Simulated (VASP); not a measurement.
Wanted: the native input for a VASP 6.6.1 run.

| Item | Value |
| --- | --- |
| Task | single point |
| Functional | r2SCAN |
| Potentials or basis | VASP PAW PBE potentials, release 64 (W_sv, C) |
| Cutoff | 520 eV |
| k mesh | 11 × 11 × 11 |
| Occupations | methfessel-paxton, width 0.1 eV |
| Spin | no spin polarisation |
| Dipole correction | no |
| Further INCAR settings | ALGO = Normal; EDIFF = 1e-06; NBANDS = 16 |

WC:

```
CELL_PARAMETERS angstrom
0.00000 2.14792 2.14792
2.14792 0.00000 2.14792
2.14792 2.14792 0.00000
ATOMIC_POSITIONS crystal
W 0.00000 0.00000 0.00000
C 0.50000 0.50000 0.50000
```

These files were run (other wordings do the same):

POSCAR

```
WC
1.0
    0.0000000000      2.1479227872      2.1479227872
    2.1479227872      0.0000000000      2.1479227872
    2.1479227872      2.1479227872      0.0000000000
W C
1 1
Direct
    0.0000000000      0.0000000000      0.0000000000
    0.5000000000      0.5000000000      0.5000000000
```

INCAR.step1

```
ALGO = Normal
EDIFF = 1E-4
ENCUT = 520
GGA = PE
ISMEAR = 1
LASPH = True
LCHARG = False
LREAL = False
LWAVE = True
NBANDS = 16
NELM = 80
PREC = Accurate
SIGMA = 0.1
```

INCAR.step2

```
ALGO = Normal
EDIFF = 1E-6
ENCUT = 520
ISIF = 2
ISMEAR = 1
ISTART = 1
LASPH = True
LCHARG = False
LMIXTAU = True
LREAL = False
LWAVE = False
METAGGA = R2SCAN
NBANDS = 16
NELM = 80
PREC = Accurate
SIGMA = 0.1
```

KPOINTS

```
k-points
0
Gamma
  11 11 11
```

Potentials or basis: VASP PAW PBE potentials, release 64 (W_sv, C).

Command:

```bash
$ cat potpaw_PBE.64/W_sv/POTCAR potpaw_PBE.64/C/POTCAR > POTCAR
$ cp INCAR.step1 INCAR
$ mpirun -np 1 vasp_std > vasp.out
$ cp INCAR.step2 INCAR
$ mpirun -np 1 vasp_std > vasp.out
```

It gave:

- Pressure: 22.3 GPa
- Band gap on the k mesh: zero (band 9 reaches 14.48 eV, above the bottom of band 10 at 10.95 eV)

Caveat: the PAW data sets were made with another functional, which shifts forces and pressure a little; spin-orbit coupling is left out, which moves the levels of the heavy elements.

It took 28 s on 1 thread of Intel Xeon 6975P-C (shared host), peak memory 0.15 GiB.
